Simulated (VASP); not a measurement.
# BAs (F-43m) in VASP: single point with LDA

Aim: the single point of BAs with LDA.

Program: VASP 6.6.1. These are calculated values, not measurements. Logs are shortened: lines on timing, memory, paths and dates and some standing lists are left out, and cuts for length are marked.

**1. The cell of the first run**

The structure is cubic, space group F-43m (No. 216). Conventional cell: a = 5.047 Å, b = 5.047 Å, c = 5.047 Å, α = 90.00°, β = 90.00°, γ = 90.00°. B (site symmetry -43m) has 4 As at 2.19 Å within 2.9 Å. As (site symmetry -43m) has 4 B at 2.19 Å within 2.9 Å.

**2. Single point, LDA**

File INCAR:

```
PREC = Accurate ; ENCUT = 520
EDIFF = 1E-6 ; ISMEAR = 0
SIGMA = 0.05 ; LREAL = F
LASPH = T ; NELM = 100
ALGO = Normal ; ISIF = 2
LWAVE = F ; LCHARG = T
GGA = CA ; LELF = T
LVHAR = T ; NBANDS = 11
```

File KPOINTS:

```
regular mesh
0
Gamma
  6 6 6
```

File POSCAR:

```
BAs
1.0
    0.0000000000      2.5235980266      2.5235980266
    2.5235980266      0.0000000000      2.5235980266
    2.5235980266      2.5235980266      0.0000000000
B As
1 1
Direct
    0.0000000000      0.0000000000      0.0000000000
    0.2500000000      0.2500000000      0.2500000000
```

Potentials or basis: VASP PAW LDA potentials, release 64 (B, As).

Launch:

```sh
cat potpaw_LDA.64/B/POTCAR potpaw_LDA.64/As/POTCAR > POTCAR
mpirun -np 1 vasp_std > vasp.out
```

OUTCAR:

```text
PREC = Accurate
   ENCUT = 520
   EDIFF = 1E-6
   ISMEAR = 0
   LREAL = F
   LASPH = T
   NELM = 100
   ISIF = 2
   GGA = CA

 ion  position               nearest neighbor table
   1  0.000  0.000  0.000-   2 2.19   2 2.19   2 2.19   2 2.19
   2  0.250  0.250  0.250-   1 2.19   1 2.19   1 2.19   1 2.19

  LATTYP: Found a face centered cubic cell.
 ALAT       =     5.0471960532

  Lattice vectors:

 A1 = (   0.0000000000,   2.5235980266,   2.5235980266)
 A2 = (   2.5235980266,   0.0000000000,   2.5235980266)
 A3 = (   2.5235980266,   2.5235980266,   0.0000000000)

Analysis of symmetry for initial positions (statically):
=====================================================================
 Subroutine PRICEL returns:
 Original cell was already a primitive cell.

 Routine SETGRP: Setting up the symmetry group for a
 face centered cubic supercell.

 Subroutine GETGRP returns: Found 24 space group operations
 (whereof 24 operations were pure point group operations)
 out of a pool of 48 trial point group operations.

The static configuration has the point symmetry T_d .

Analysis of symmetry for dynamics (positions and initial velocities):
=====================================================================
 Subroutine PRICEL returns:
 Original cell was already a primitive cell.

 Routine SETGRP: Setting up the symmetry group for a
 face centered cubic supercell.

 Subroutine GETGRP returns: Found 24 space group operations
 (whereof 24 operations were pure point group operations)
 out of a pool of 48 trial point group operations.

The dynamic configuration has the point symmetry T_d .

 Subroutine INISYM returns: Found 24 space group operations
 (whereof 24 operations are pure point group operations),
 and found     1 'primitive' translations

----------------------------------------------------------------------------------------

                                     Primitive cell

  volume of cell :      32.1433

  direct lattice vectors                    reciprocal lattice vectors
     0.000000000  2.523598027  2.523598027    -0.198129811  0.198129811  0.198129811
     2.523598027  0.000000000  2.523598027     0.198129811 -0.198129811  0.198129811
     2.523598027  2.523598027  0.000000000     0.198129811  0.198129811 -0.198129811

  length of vectors
     3.568906555  3.568906555  3.568906555     0.343170899  0.343170899  0.343170899

  position of ions in fractional coordinates (direct lattice)
     0.000000000  0.000000000  0.000000000
     0.250000000  0.250000000  0.250000000

  ion indices of the primitive-cell ions
   primitive index   ion index
                 1           1
                 2           2

----------------------------------------------------------------------------------------

 KPOINTS: regular mesh

Automatic generation of k-mesh.
 Grid dimensions read from file:
 generate k-points for:    6    6    6

 Generating k-lattice:

  Cartesian coordinates                     Fractional coordinates (reciprocal lattice)
    -0.033021635  0.033021635  0.033021635     0.166666667  0.000000000  0.000000000
     0.033021635 -0.033021635  0.033021635     0.000000000  0.166666667  0.000000000
     0.033021635  0.033021635 -0.033021635     0.000000000  0.000000000  0.166666667

  Length of vectors
     0.057195150  0.057195150  0.057195150

  Shift w.r.t. Gamma in fractional coordinates (k-lattice)
     0.000000000  0.000000000  0.000000000

 Subroutine IBZKPT returns following result:
 ===========================================

 Found     16 irreducible k-points:

 Following reciprocal coordinates:
            Coordinates               Weight
  0.000000  0.000000  0.000000      1.000000
  0.166667  0.000000  0.000000      8.000000
  0.333333  0.000000  0.000000      8.000000
  0.500000  0.000000  0.000000      4.000000
  0.166667  0.166667  0.000000      6.000000
  0.333333  0.166667  0.000000     24.000000
[... 8 lines left out ...]
 -0.333333  0.333333  0.166667     24.000000
 -0.333333  0.500000  0.166667     12.000000
   k-points           NKPTS =     16   k-points in BZ     NKDIM =     16   number of bands    NBANDS=     11
   number of dos      NEDOS =    301   number of ions     NIONS =      2
   total plane-waves  NPLWV =  21952
   dimension x,y,z NGX =    28 NGY =   28 NGZ =   28
   dimension x,y,z NGXF=    56 NGYF=   56 NGZF=   56
   ions per type =               1   1
   NGX,Y,Z   is equivalent  to a cutoff of  13.04, 13.04, 13.04 a.u.
   NGXF,Y,Z  is equivalent  to a cutoff of  26.09, 26.09, 26.09 a.u.
 SYSTEM =  unknown system
   PREC   = accura    normal or accurate (medium, high low for compatibility)
   ISTART =      0    job   : 0-new  1-cont  2-samecut
   ICHARG =      2    charge: 1-file 2-atom 10-const
   ISPIN  =      1    spin polarized calculation?
   LNONCOLLINEAR =      F non collinear calculations
   LSORBIT =      F    spin-orbit coupling
   LASPH  =      T    aspherical Exc in radial PAW
   ENCUT  =  520.0 eV  38.22 Ry    6.18 a.u.   6.64  6.64  6.64*2*pi/ulx,y,z
   NELM   =    100;   NELMIN=  2; NELMDL= -5     # of ELM steps
   EDIFF  = 0.1E-05   stopping-criterion for ELM
   LREAL  =      F    real-space projection
   EDIFFG = 0.1E-04   stopping-criterion for IOM
   NSW    =      0    number of steps for IOM
   IBRION =     -1    ionic relax: 0-MD 1-quasi-New 2-CG
   NFREE  =      0    steps in history (QN), initial steepest desc. (CG)
   ISIF   =      2    stress and relaxation
   ISYM   =      2    0-nonsym 1-usesym 2-fastsym
   POTIM  = 0.5000    time-step for ionic-motion
   TEBEG  =    0.0;   TEEND  =   0.0 temperature during run
   PSTRESS=    0.0 pullay stress
   NELECT =       8.0000    total number of electrons
   NUPDOWN=      -1.0000    fix difference up-down
   EMIN   =  10.00;   EMAX   =-10.00  energy-range for DOS
   EFERMI =   0.00;   METHOD = LEGACY
   ISMEAR =     0;   SIGMA  =   0.05  broadening in eV -4-tet -1-fermi 0-gaus
   EFERMI_NEDOS =   21; number of points for ismear=-14 and -15
   IALGO  =     38    algorithm
   IMIX   =      4    mixing-type and parameters
     AMIX     =   0.40;   BMIX     =  1.00
     AMIX_MAG =   1.60;   BMIX_MAG =  1.00
  volume/ion in A,a.u.               =      16.07       108.46
  Fermi-wavevector in a.u.,A,eV,Ry     =   1.029773  1.945988 14.428047  1.060432
  Thomas-Fermi vector in A             =   2.163837
   LORBIT       =      0    0 simple, 1 ext, 2 COOP (PROOUT), +10 PAW based schemes
   GGA     = CA    functional components
   LHFCALC =     F    Hartree Fock is set to
   AEXX    =    0.0000 exact exchange contribution
   IVDW    =     0    specifies the selected vdW correction
   LEPSILON=     F    determine dielectric tensor
   LRPA    =     F    only Hartree local field effects (RPA)
 non-spin polarized calculation
 Gauss-broadening in eV      SIGMA  =   0.05
  energy-cutoff  :      520.00
  volume of cell :       32.14
 maximum number of plane-waves:       893
 NGX is ok and might be reduce to    28
   NGX = 13   NGY = 13   NGZ = 13

 number of electron       8.0000000 magnetization

 Free energy of the ion-electron system (eV)
  ---------------------------------------------------
  ext. energy  EPLUGINS =         0.00000000
  ---------------------------------------------------
  free energy    TOTEN  =       -12.53325643 eV

  energy without entropy =      -12.53325643  energy(sigma->0) =      -12.53325643

 E-fermi :   4.6495     XC(G=0): -10.1093

 val. band max:        4.4272856263   @ k =   0.0000   0.0000   0.0000
 cond. band min:       5.7526986590   @ k =   0.3333   0.3333   0.0000
 fundamental gap:      1.3254130327
 Fermi energy:         4.6494670856

 k-point     1 :       0.0000    0.0000    0.0000
  band No.  band energies     occupation
      1      -9.5662      2.00000
      2       4.4273      2.00000
      3       4.4273      2.00000
      4       4.4273      2.00000
      5       7.1393      0.00000
      6       7.4777      0.00000
      7       7.4777      0.00000
      8       7.4777      0.00000
      9      13.0175      0.00000
     10      16.8016      0.00000
     11      16.8016      0.00000

 k-point     2 :       0.1667    0.0000    0.0000
  band No.  band energies     occupation
      1      -9.1828      2.00000
      2       1.6983      2.00000
      3       3.8615      2.00000
      4       3.8615      2.00000
      5       6.8963      0.00000
      6       8.2261      0.00000
      7       8.2261      0.00000
      8       9.7198      0.00000
      9      14.2621      0.00000
     10      15.3204      0.00000
     11      15.3204      0.00000

 k-point     3 :       0.3333    0.0000    0.0000
  band No.  band energies     occupation
      1      -8.1393      2.00000
      2      -1.5694      2.00000
      3       3.1462      2.00000
      4       3.1462      2.00000
      5       6.3988      0.00000
      6       8.9090      0.00000
      7       8.9090      0.00000
      8      12.1258      0.00000
      9      14.7732      0.00000
     10      15.8079      0.00000
     11      15.8079      0.00000

 k-point     4 :       0.5000    0.0000    0.0000
  band No.  band energies     occupation
      1      -7.2705      2.00000
      2      -3.2227      2.00000
      3       2.8804      2.00000
      4       2.8804      2.00000
      5       6.2102      0.00000
      6       8.9512      0.00000
      7       8.9512      0.00000
      8      12.6958      0.00000
      9      15.7746      0.00000
     10      17.7519      0.00000
     11      17.7519      0.00000
[... 127 lines left out ...]
 k-point    14 :       0.5000    0.3333    0.1667
  band No.  band energies     occupation
      1      -7.2644      2.00000
      2      -1.7653      2.00000
      3       0.3252      2.00000
      4       1.7361      2.00000
      5       7.9016      0.00000
      6       8.9385      0.00000
      7       9.7930      0.00000
      8      12.2704      0.00000
      9      14.8205      0.00000
     10      16.7744      0.00000
     11      18.6639      0.00000

 k-point    15 :      -0.3333    0.3333    0.1667
  band No.  band energies     occupation
      1      -6.5186      2.00000
      2      -2.7300      2.00000
      3      -0.1807      2.00000
      4       1.2117      2.00000
      5       8.3686      0.00000
      6       9.1197      0.00000
      7      11.0023      0.00000
      8      12.1847      0.00000
      9      13.8080      0.00000
     10      17.5352      0.00000
     11      18.6970      0.00000

 k-point    16 :      -0.3333    0.5000    0.1667
  band No.  band energies     occupation
      1      -6.1722      2.00000
      2      -2.9031      2.00000
      3       0.1166      2.00000
      4       0.2984      2.00000
      5       7.9995      0.00000
      6       8.0456      0.00000
      7      11.9916      0.00000
      8      12.2285      0.00000
      9      15.2915      0.00000
     10      18.0125      0.00000
     11      19.0305      0.00000

------------------------ aborting loop because EDIFF is reached ----------------------------------------

  FORCE on cell =-STRESS in cart. coord.  units (eV):
  Direction    XX          YY          ZZ          XY          YZ          ZX
  --------------------------------------------------------------------------------------
  -------------------------------------------------------------------------------------
  Total       -3.7503128     -3.7503128     -3.7503128      0.0000000      0.0000000      0.0000000
  in kB     -186.9336754   -186.9336754   -186.9336754      0.0000000      0.0000000      0.0000000
  external PRESSURE =    -186.9336754 kB  Pullay stress =       0.0000000 kB

 VOLUME and BASIS-vectors are now :
 -----------------------------------------------------------------------------
  energy-cutoff  :      520.00
  volume of cell :       32.14
      direct lattice vectors                 reciprocal lattice vectors
     0.000000000  2.523598027  2.523598027    -0.198129811  0.198129811  0.198129811
     2.523598027  0.000000000  2.523598027     0.198129811 -0.198129811  0.198129811
     2.523598027  2.523598027  0.000000000     0.198129811  0.198129811 -0.198129811

 POSITION                                       TOTAL-FORCE (eV/Angst)
 -----------------------------------------------------------------------------------
      0.00000      0.00000      0.00000         0.000000     -0.000000      0.000000
      1.26180      1.26180      1.26180        -0.000000      0.000000     -0.000000
 -----------------------------------------------------------------------------------
    total drift:                                0.000000      0.000000      0.000000

  FREE ENERGIE OF THE ION-ELECTRON SYSTEM (eV)
  ---------------------------------------------------
  free  energy   TOTEN  =       -12.5332564269 eV

  energy  without entropy=      -12.5332564269  energy(sigma->0) =      -12.53325643
```

Wall time 5.9 s (1 thread of Intel Xeon Platinum 8488C (Sapphire Rapids), shared host); peak memory 0.14 GiB.

What came out:

```yaml
Free_energy: -12.5333 eV
Pressure: -18.7 GPa
Band_gap_on_the_k_mesh: 1.33 eV (least direct gap 2.71 eV)
```

Caveat: the cell stands under tension.
